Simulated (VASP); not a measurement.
Here is a VASP 6.6.1 calculation.

Contents of INCAR:

```
SYSTEM = Cs
ALGO = Normal ; EDIFF = 1E-6
ENCUT = 500 ; GGA = CA
GGA_COMPAT = .FALSE. ; ISIF = 2
ISMEAR = -1 ; LASPH = .TRUE.
LCHARG = .FALSE. ; LREAL = .FALSE.
LWAVE = .FALSE. ; NBANDS = 26
NELM = 120 ; PREC = Accurate
SIGMA = 0.05
```

File KPOINTS:

```
k-points
0
G
  7 7 5
  0 0 0
```

File POSCAR:

```
Cs
1.0
    4.2585681821      0.0000000000      0.0000000000
   -2.1292840910      3.6880282294      0.0000000000
    0.0000000000      0.0000000000      9.6016194802
Cs
4
Direct
    0.0000000000      0.0000000000      0.0000000000
    0.0000000000      0.0000000000      0.5000000000
    0.3333333333      0.6666666667      0.2500000000
    0.6666666667      0.3333333333      0.7500000000
```

Potentials or basis: VASP PAW LDA potentials, release 64 (Cs_sv).

The run is started by

```sh
$ cat potpaw_LDA.64/Cs_sv/POTCAR > POTCAR
$ mpirun -np 1 vasp_std > vasp.out
```

(1) What does it give for the pressure?

(2) What does it give for the band gap on the k mesh?

## Answers

(1) 5.3 GPa.

(2) zero (bands 18 and 19 overlap by 0.93 eV).

Caveat: the cell stands under pressure; spin-orbit coupling is left out, which moves the levels of the heavy elements.
